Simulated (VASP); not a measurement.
Here is a VASP 6.6.1 calculation.

Contents of INCAR:

```
SYSTEM = Zn3S5
PREC     = Accurate       ! precision mode
ENCUT    = 600            ! plane-wave cutoff, eV
EDIFF    = 1E-6           ! SCF threshold, eV
ISMEAR   = 0              ! smearing method
SIGMA    = 0.2            ! smearing width, eV
LREAL    = .FALSE.        ! projectors in reciprocal space
LASPH    = .TRUE.         ! aspherical terms in the spheres
NELM     = 60             ! most SCF steps
ALGO     = Normal         ! electronic algorithm
ISIF     = 3              ! what is computed and relaxed
LWAVE    = .FALSE.        ! write WAVECAR
LCHARG   = .FALSE.        ! write CHGCAR
GGA      = PE             ! functional
IBRION   = 2              ! ionic algorithm
NSW      = 36             ! ionic steps
EDIFFG   = -0.08          ! ionic threshold
```

Contents of KPOINTS:

```
regular mesh
0
G
  5 5 2
  0 0 0
```

Contents of POSCAR:

```
Zn3S5
1.0
    3.8500000000      0.0000000000      0.0000000000
   -1.9250000000      3.3341978000      0.0000000000
    0.0000000000      0.0000000000     13.6500000000
Zn S
3 5
Direct
    0.0000000000      0.0000000000      0.0000000000
    0.3333333300      0.6666666700      0.2310000000
    0.6666666700      0.3333333300      0.6150000000
    0.0000000000      0.0000000000      0.1720000000
    0.6666666700      0.3333333300      0.7880000000
    0.6666666700      0.3333333300      0.9410000000
    0.3333333300      0.6666666700      0.4030000000
    0.3333333300      0.6666666700      0.5570000000
```

Potentials or basis: VASP PAW PBE potentials, release 64 (Zn, S).

Command:

```console
$ cat potpaw_PBE.64/Zn/POTCAR potpaw_PBE.64/S/POTCAR > POTCAR
$ mpirun -np 1 vasp_std > vasp.out
```

Problem. Predict the relaxed cell.

Solution. a = 3.935 Å, b = 3.935 Å, c = 13.342 Å, α = 90.00°, β = 90.00°, γ = 120.00°.

Problem. What does it give for the relaxed volume?

Solution. 22.36 Å³/atom.

Problem. Predict the band gap on the k mesh.

Solution. Zero (bands 33 and 34 overlap by 0.05 eV).

Final structure:
```xyz
8
Lattice="3.9348 0.0000 0.0000 -1.9674 3.4076 0.0000 0.0000 0.0000 13.3424" Properties=species:S:1:pos:R:3 pbc="T T T"
Zn   -1.9674    3.4076   13.3233
Zn    0.0000    2.2718    3.0515
Zn    1.9674    1.1359    8.1698
S     0.0000    0.0000    2.3590
S     1.9674    1.1359   10.4860
S     1.9674    1.1359   12.5567
S     0.0000    2.2718    5.4045
S     0.0000    2.2718    7.4520
```

Caveat: the k points lie up to 0.37 Å⁻¹ apart in the final cell; semilocal functionals underestimate gaps, so a narrow gap can read as zero.
